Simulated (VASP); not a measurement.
# In (I4/mmm) in VASP: further runs

In is run at these levels: PBE, r2SCAN; tasks: relaxation of cell and atoms.

All numbers are computed with VASP 6.6.1; they aren't measurements. Logs are shortened: lines on timing, memory, paths and dates and some standing lists are left out, and cuts for length are marked.

### 1 The cell of the first run

It takes space group I4/mmm (No. 139, tetragonal). The conventional cell has a = 3.251 Å, b = 3.251 Å, c = 4.947 Å, α = 90.00°, β = 90.00°, γ = 90.00°. In (site symmetry 4/mmm) has 12 In at 3.25 to 3.38 Å within 4.3 Å.

### 2 Relaxation of cell and atoms, PBE

The input, INCAR:

```
PREC = Accurate
ENCUT = 500
EDIFF = 1E-7
ISMEAR = -1
SIGMA = 0.02
LREAL = False
LASPH = True
NELM = 120
ALGO = Normal
ISIF = 3
LWAVE = False
LCHARG = False
GGA = PE
IBRION = 2
NSW = 80
EDIFFG = -0.005
GGA_COMPAT = False
NELMIN = 4
```

The input, KPOINTS:

```
Automatic mesh
0
Gamma
  10 10 10
```

The input, POSCAR:

```
In
1.0
   -1.6254700000      1.6254700000      2.4737000000
    1.6254700000     -1.6254700000      2.4737000000
    1.6254700000      1.6254700000     -2.4737000000
In
1
Direct
    0.0000000000      0.0000000000      0.0000000000
```

Potentials or basis: VASP PAW PBE potentials, release 64 (In_d).

On the command line:

```
$ cat potpaw_PBE.64/In_d/POTCAR > POTCAR
$ mpirun -np 1 vasp_std > vasp.out
```

OUTCAR:

```text
PREC = Accurate
   ENCUT = 500
   EDIFF = 1E-7
   ISMEAR = -1
   LREAL = False
   LASPH = True
   NELM = 120
   ISIF = 3
   GGA = PE
   IBRION = 2
   NSW = 80
   EDIFFG = -0.005
   NELMIN = 4

 ion  position               nearest neighbor table
   1  0.000  0.000  0.000-

  LATTYP: Found a body centered tetragonal cell.
 ALAT       =     3.2509400000
 C/A-ratio  =     1.5218367611

  Lattice vectors:

 A1 = (  -1.6254700000,   1.6254700000,   2.4737000000)
 A2 = (   1.6254700000,  -1.6254700000,   2.4737000000)
 A3 = (   1.6254700000,   1.6254700000,  -2.4737000000)

Analysis of symmetry for initial positions (statically):
=====================================================================
 Subroutine PRICEL returns:
 Original cell was already a primitive cell.

 Routine SETGRP: Setting up the symmetry group for a
 body centered tetragonal supercell.

 Subroutine GETGRP returns: Found 16 space group operations
 (whereof 16 operations were pure point group operations)
 out of a pool of 16 trial point group operations.

The static configuration has the point symmetry D_4h.

Analysis of symmetry for dynamics (positions and initial velocities):
=====================================================================
 Subroutine PRICEL returns:
 Original cell was already a primitive cell.

 Routine SETGRP: Setting up the symmetry group for a
 body centered tetragonal supercell.

 Subroutine GETGRP returns: Found 16 space group operations
 (whereof 16 operations were pure point group operations)
 out of a pool of 16 trial point group operations.

The dynamic configuration has the point symmetry D_4h.

 Subroutine INISYM returns: Found 16 space group operations
 (whereof 16 operations are pure point group operations),
 and found     1 'primitive' translations

----------------------------------------------------------------------------------------

                                     Primitive cell

  volume of cell :      26.1436

  direct lattice vectors                    reciprocal lattice vectors
    -1.625470000  1.625470000  2.473700000     0.000000000  0.307603339  0.202126369
     1.625470000 -1.625470000  2.473700000     0.307603339  0.000000000  0.202126369
     1.625470000  1.625470000 -2.473700000     0.307603339  0.307603339  0.000000000

  length of vectors
     3.376906444  3.376906444  3.376906444     0.368069129  0.368069129  0.435016814

  position of ions in fractional coordinates (direct lattice)
     0.000000000  0.000000000  0.000000000

  ion indices of the primitive-cell ions
   primitive index   ion index
                 1           1

----------------------------------------------------------------------------------------

 KPOINTS: Automatic mesh

Automatic generation of k-mesh.
 Grid dimensions read from file:
 generate k-points for:   10   10   10

 Generating k-lattice:

  Cartesian coordinates                     Fractional coordinates (reciprocal lattice)
     0.000000000  0.030760334  0.020212637     0.100000000  0.000000000  0.000000000
     0.030760334  0.000000000  0.020212637     0.000000000  0.100000000  0.000000000
     0.030760334  0.030760334  0.000000000     0.000000000  0.000000000  0.100000000

  Length of vectors
     0.036806913  0.036806913  0.043501681

  Shift w.r.t. Gamma in fractional coordinates (k-lattice)
     0.000000000  0.000000000  0.000000000

 Subroutine IBZKPT returns following result:
 ===========================================

 Found    102 irreducible k-points:

 Following reciprocal coordinates:
            Coordinates               Weight
  0.000000  0.000000  0.000000      1.000000
  0.100000  0.000000 -0.000000      8.000000
  0.200000  0.000000 -0.000000      8.000000
  0.300000  0.000000  0.000000      8.000000
  0.400000  0.000000  0.000000      8.000000
  0.500000  0.000000 -0.000000      4.000000
[... 16 lines left out ...]
  0.300000  0.300000 -0.000000      8.000000
  0.400000  0.300000  0.000000     16.000000
 [... further k-points ...]
   k-points           NKPTS =    102   k-points in BZ     NKDIM =    102   number of bands    NBANDS=     10
   number of dos      NEDOS =    301   number of ions     NIONS =      1
   total plane-waves  NPLWV =  21952
   dimension x,y,z NGX =    28 NGY =   28 NGZ =   28
   dimension x,y,z NGXF=    56 NGYF=   56 NGZF=   56
   ions per type =               1
   NGX,Y,Z   is equivalent  to a cutoff of  13.78, 13.78, 13.78 a.u.
   NGXF,Y,Z  is equivalent  to a cutoff of  27.57, 27.57, 27.57 a.u.
 SYSTEM =  unknown system
   PREC   = accura    normal or accurate (medium, high low for compatibility)
   ISTART =      0    job   : 0-new  1-cont  2-samecut
   ICHARG =      2    charge: 1-file 2-atom 10-const
   ISPIN  =      1    spin polarized calculation?
   LNONCOLLINEAR =      F non collinear calculations
   LSORBIT =      F    spin-orbit coupling
   LASPH  =      T    aspherical Exc in radial PAW
   ENCUT  =  500.0 eV  36.75 Ry    6.06 a.u.   6.16  6.16  6.16*2*pi/ulx,y,z
   NELM   =    120;   NELMIN=  4; NELMDL= -5     # of ELM steps
   EDIFF  = 0.1E-06   stopping-criterion for ELM
   LREAL  =      F    real-space projection
   EDIFFG = -.5E-02   stopping-criterion for IOM
   NSW    =     80    number of steps for IOM
   IBRION =      2    ionic relax: 0-MD 1-quasi-New 2-CG
   NFREE  =      1    steps in history (QN), initial steepest desc. (CG)
   ISIF   =      3    stress and relaxation
   ISYM   =      2    0-nonsym 1-usesym 2-fastsym
   POTIM  = 0.5000    time-step for ionic-motion
   TEBEG  =    0.0;   TEEND  =   0.0 temperature during run
   PSTRESS=    0.0 pullay stress
   NELECT =      13.0000    total number of electrons
   NUPDOWN=      -1.0000    fix difference up-down
   EMIN   =  10.00;   EMAX   =-10.00  energy-range for DOS
   EFERMI =   0.00;   METHOD = LEGACY
   ISMEAR =    -1;   SIGMA  =   0.02  broadening in eV -4-tet -1-fermi 0-gaus
   EFERMI_NEDOS =   21; number of points for ismear=-14 and -15
   IALGO  =     38    algorithm
   IMIX   =      4    mixing-type and parameters
     AMIX     =   0.40;   BMIX     =  1.00
     AMIX_MAG =   1.60;   BMIX_MAG =  1.00
  volume/ion in A,a.u.               =      26.14       176.43
  Fermi-wavevector in a.u.,A,eV,Ry     =   1.296983  2.450943 22.887245  1.682165
  Thomas-Fermi vector in A             =   2.428405
   LORBIT       =      0    0 simple, 1 ext, 2 COOP (PROOUT), +10 PAW based schemes
   GGA     = PE    functional components
   LHFCALC =     F    Hartree Fock is set to
   AEXX    =    0.0000 exact exchange contribution
   IVDW    =     0    specifies the selected vdW correction
   LEPSILON=     F    determine dielectric tensor
   LRPA    =     F    only Hartree local field effects (RPA)
 conjugate gradient relaxation of ions
 non-spin polarized calculation
  energy-cutoff  :      500.00
  volume of cell :       26.14
 maximum number of plane-waves:       680
 NGX is ok and might be reduce to    28
   NGX = 13   NGY = 13   NGZ = 13

--------------------------------------- Ionic step        1  -------------------------------------------

 number of electron      13.0000006 magnetization

 Free energy of the ion-electron system (eV)
  ---------------------------------------------------
  ext. energy  EPLUGINS =         0.00000000
  ---------------------------------------------------
  free energy    TOTEN  =        -2.55689589 eV

  energy without entropy =       -2.55628031  energy(sigma->0) =       -2.55658810

------------------------ aborting loop because EDIFF is reached ----------------------------------------

  FORCE on cell =-STRESS in cart. coord.  units (eV):
  Direction    XX          YY          ZZ          XY          YZ          ZX
  --------------------------------------------------------------------------------------
  -------------------------------------------------------------------------------------
  Total        0.4907433      0.4907433     -0.0213352      0.0000000      0.0000000      0.0000000
  in kB       30.0746116     30.0746116     -1.3075004      0.0000000      0.0000000      0.0000000
  external PRESSURE =      19.6139076 kB  Pullay stress =       0.0000000 kB
[... 55 lines left out ...]
  energy  without entropy=       -2.5701549754  energy(sigma->0) =       -2.57043540

--------------------------------------- Ionic step        3  -------------------------------------------

 number of electron      12.9999997 magnetization

 E-fermi :   6.8853     XC(G=0):  -9.9768

 val. band max:        6.8361138478   @ k =  -0.3000   0.3000   0.3000
 cond. band min:       6.9140429126   @ k =   0.3000   0.3000   0.1000
 fundamental gap:      0.0779290648
 Fermi energy:         6.8852729210

 k-point     1 :       0.0000    0.0000    0.0000
  band No.  band energies     occupation
      1      -7.7398      2.00000
      2      -7.6946      2.00000
      3      -7.6946      2.00000
      4      -7.5930      2.00000
      5      -7.5379      2.00000
      6      -2.2758      2.00000
      7      16.8950      0.00000
      8      16.8950      0.00000
      9      16.9837      0.00000
     10      18.2805      0.00000
[... 287 lines left out ...]
 k-point    24 :       0.4000    0.3000    0.0000
  band No.  band energies     occupation
      1      -7.7838      2.00000
      2      -7.6580      2.00000
      3      -7.5442      2.00000
      4      -7.5382      2.00000
      5      -7.4436      2.00000
      6       4.0546      2.00000
      7       5.5707      2.00000
      8       8.0479      0.00000
      9      12.0475      0.00000
     10      14.8461      0.00000

 [... further k-points ...]
[... 5 lines left out ...]
  --------------------------------------------------------------------------------------
  -------------------------------------------------------------------------------------
  Total       -0.0054868     -0.0054868     -0.2324678      0.0000000     -0.0000000      0.0000000
  in kB       -0.3167806     -0.3167806    -13.4214223      0.0000000     -0.0000000      0.0000000
  external PRESSURE =      -4.6849945 kB  Pullay stress =       0.0000000 kB
[... 160 lines left out ...]
  energy  without entropy=       -2.5760748033  energy(sigma->0) =       -2.57615142

--------------------------------------- Ionic step        8  -------------------------------------------

 number of electron      12.9999997 magnetization

 Free energy of the ion-electron system (eV)
  ---------------------------------------------------
  ext. energy  EPLUGINS =         0.00000000
  ---------------------------------------------------
  free energy    TOTEN  =        -2.57623404 eV

  energy without entropy =       -2.57607313  energy(sigma->0) =       -2.57615358

 E-fermi :   6.9867     XC(G=0): -10.0455

 val. band max:        6.8851761650   @ k =   0.3000   0.3000   0.1000
 cond. band min:       7.0240026674   @ k =  -0.4000   0.4000   0.3000
 fundamental gap:      0.1388265024
 Fermi energy:         6.9867385028

 k-point     1 :       0.0000    0.0000    0.0000
  band No.  band energies     occupation
      1      -7.5693      2.00000
      2      -7.5692      2.00000
      3      -7.5553      2.00000
      4      -7.4231      2.00000
      5      -7.4038      2.00000
      6      -2.2142      2.00000
      7      17.1855      0.00000
      8      17.2182      0.00000
      9      17.2182      0.00000
     10      18.4547      0.00000
[... 287 lines left out ...]
 k-point    24 :       0.4000    0.3000    0.0000
  band No.  band energies     occupation
      1      -7.6479      2.00000
      2      -7.5077      2.00000
      3      -7.3923      2.00000
      4      -7.3873      2.00000
      5      -7.2912      2.00000
      6       4.1916      2.00000
      7       5.6461      2.00000
      8       7.9570      0.00000
      9      12.5466      0.00000
     10      15.2722      0.00000

 [... further k-points ...]
[... 5 lines left out ...]
  --------------------------------------------------------------------------------------
  -------------------------------------------------------------------------------------
  Total        0.0012523      0.0012523      0.0034343      0.0000000     -0.0000000      0.0000000
  in kB        0.0733718      0.0733718      0.2012073      0.0000000     -0.0000000      0.0000000
  external PRESSURE =       0.1159836 kB  Pullay stress =       0.0000000 kB
[... 16 lines left out ...]
  FREE ENERGIE OF THE ION-ELECTRON SYSTEM (eV)
  ---------------------------------------------------
  free  energy   TOTEN  =        -2.5762340421 eV

  energy  without entropy=       -2.5760731254  energy(sigma->0) =       -2.57615358

 reached required accuracy - stopping structural energy minimisation
```

It took 1.9 min on 1 thread of Intel Xeon Platinum 8559C (Emerald Rapids), shared host; peak memory 0.18 GiB.

Results:

| Property | Result |
| --- | --- |
| Free energy | -2.5762 eV |
| Relaxed volume | 27.35 Å³/atom |
| Relaxed cell | a = 3.374 Å, b = 3.374 Å, c = 3.374 Å, α = 119.54°, β = 119.54°, γ = 90.79° |
| Space group after relaxing (to 0.1 Å) | Fm-3m (No. 225) |
| Energy gained by relaxing | 19.3 meV/atom |
| Ionic steps | 8 |
| Pressure after relaxing | 0.0 GPa |
| Band gap on the k mesh | zero (an odd number of electrons rules out a gap without spin polarisation) |

Step by step:
| step | energy change (eV) | largest force (eV/Å) | pressure (GPa) | volume (Å³) |
| --- | --- | --- | --- | --- |
| 1 | 0.0000 | 0.0000 | 1.96 | 26.14 |
| 2 | -0.0138 | 0.0000 | 0.04 | 27.37 |
| 3 | -0.0145 | 0.0000 | -0.47 | 27.75 |
| 4 | -0.0174 | 0.0000 | -0.27 | 27.56 |
| 5 | -0.0186 | 0.0000 | 0.55 | 26.96 |
| 6 | -0.0190 | 0.0000 | 0.33 | 27.13 |
| 7 | -0.0193 | 0.0000 | -0.03 | 27.37 |
| 8 | -0.0193 | 0.0000 | 0.01 | 27.35 |

Final structure:
```yaml
crystal:
  lattice:
    - [-1.69871, 1.69871, 2.36924]
    - [1.69871, -1.69871, 2.36924]
    - [1.69871, 1.69871, -2.36924]
  atoms:
    - { symbol: In, position: [0.00000, 0.00000, 0.00000] }
```

Caveat: spin-orbit coupling is left out, which moves the levels of the heavy elements. Zero-point motion and thermal expansion aren't in these numbers.

(Continued in part 2 of 2.)
